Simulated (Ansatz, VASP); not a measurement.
This is a calculation of Hf for Ansatz 0.2.0.

File input.yaml:

```yaml
crystal:
  lattice:
    - [-1.805, 1.805, 1.805]
    - [1.805, -1.805, 1.805]
    - [1.805, 1.805, -1.805]
  atoms:
    - { symbol: Hf, position: [0.0, 0.0, 0.0] }
hamiltonian:
  xc: pbe
  pseudopotentials: { kind: paw }
kpoints:
  mp_grid: { grid: [10, 10, 10] }
scf:
  occupations: { method: gaussian, width: 0.019 }
output:
  forces: true
  stress: true
  eigenvalues: true
```

Potentials or basis: Ansatz PAW.

Launch:

```console
$ ansatz run input.yaml --threads 2 --pin off --max-ram 5632MiB --backend cpu --events-out ev --progress --plain --runs-dir out
```

Question: Set up the same calculation for VASP 6.6.1. Potentials there: VASP PAW PBE potentials, release 64 (Hf_pv).

Answer: As run (the cutoff follows the program's own potentials):

File INCAR:

```
PREC = Accurate
ENCUT = 520
EDIFF = 1E-6
ISMEAR = 0
SIGMA = 0.019000000000000003
LREAL = F
LASPH = T
NELM = 100
ALGO = Normal
ISIF = 2
LWAVE = F
LCHARG = F
GGA = PE
NBANDS = 11
```

Contents of KPOINTS:

```
Automatic mesh
0
Gamma
  10 10 10
```

POSCAR

```
Hf
1.0
   -1.8050000000      1.8050000000      1.8050000000
    1.8050000000     -1.8050000000      1.8050000000
    1.8050000000      1.8050000000     -1.8050000000
Hf
1
Direct
    0.0000000000      0.0000000000      0.0000000000
```

Potentials or basis: VASP PAW PBE potentials, release 64 (Hf_pv).

Command:

```bash
$ cat potpaw_PBE.64/Hf_pv/POTCAR > POTCAR
$ mpirun -np 1 vasp_std > vasp.out
```

Both were run:

|  | VASP | Ansatz | Ansatz less VASP |
| --- | --- | --- | --- |
| gap on the k mesh at the Fermi level (eV) | none | none | - |
| pressure (GPa) | -5.3 | -5.0 | +0.34 |

A gap of «none» marks a metal or a gap that the smearing closes. The functional is the same, so the differences come from potentials, cutoffs and numerics. VASP's potentials hold 10 valence electrons a cell and Ansatz's 26, so a difference there can come from the potentials and not from the codes.

Spin-orbit coupling is off throughout.
